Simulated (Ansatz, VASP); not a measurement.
HfN: VASP beside Ansatz

The input INCAR:

```
  ALGO = Normal
  EDIFF = 1E-6
  ENCUT = 520
  ISIF = 2
  ISMEAR = 0
  LASPH = T
  LCHARG = F
  LREAL = F
  LWAVE = F
  NBANDS = 14
  NELM = 100
  PREC = Accurate
  SIGMA = 0.15
```

Contents of KPOINTS:

```
k-points
0
Gamma
  18 18 18
```

File POSCAR:

```
HfN
1.0
    0.0000000000      2.2786551929      2.2339756793
    2.2786551929      0.0000000000      2.2339756793
    2.2786551929      2.2786551929      0.0000000000
Hf N
1 1
Direct
    0.0000000000      0.0000000000      0.0000000000
    0.5000000000      0.5000000000      0.5000000000
```

Input for Ansatz:

```yaml
crystal:
  lattice:
    - [0.0, 2.2786551929, 2.2339756793]
    - [2.2786551929, 0.0, 2.2339756793]
    - [2.2786551929, 2.2786551929, 0.0]
  atoms:
    - { symbol: Hf, position: [0.0, 0.0, 0.0] }
    - { symbol: "N", position: [0.5, 0.5, 0.5] }
basis:
  ecutwfc: 520.0
kpoints:
  mp_grid: { grid: [18, 18, 18] }
hamiltonian:
  xc: lda
  pseudopotentials: { kind: paw, azcp: { folder: soft_1 } }
scf:
  occupations: { method: gaussian, width: 0.15 }
output:
  forces: true
  stress: true
  eigenvalues: true
```

Change from the starting cell: mode 4 frozen in at +0.000 Å, equal normal strain along x and y +0.0200.

Alike in both runs: task single point; functional LDA; k mesh 18 × 18 × 18; occupations gaussian, width 0.15 eV; no spin polarisation.

```csv
,VASP,Ansatz
version,VASP 6.6.1,Ansatz 0.2.0
potentials or method,"VASP PAW LDA potentials, release 64 (Hf_pv, N), cutoff 520 eV","scalar-relativistic, plane waves, PAW"
valence electrons in the cell,15,31
```

```csv
,VASP,Ansatz,Ansatz less VASP
gap on the k mesh at the Fermi level (eV),none,none,-
pressure (GPa),-11.9,-10.7,+1.23
"traceless stress, the component that is largest in VASP (GPa)",6.09,6.09,-0.005
```

Ansatz warns that its potentials were made for another functional, while VASP's fit it. LDA's correlation is that of Perdew and Zunger in VASP and of Perdew and Wang (1992) in Ansatz. A gap of «none» marks a metal or a gap that the smearing closes. VASP's potentials hold 15 valence electrons a cell and Ansatz's 31, so a difference there can come from the potentials and not from the codes.

Neither program's run includes spin-orbit coupling.
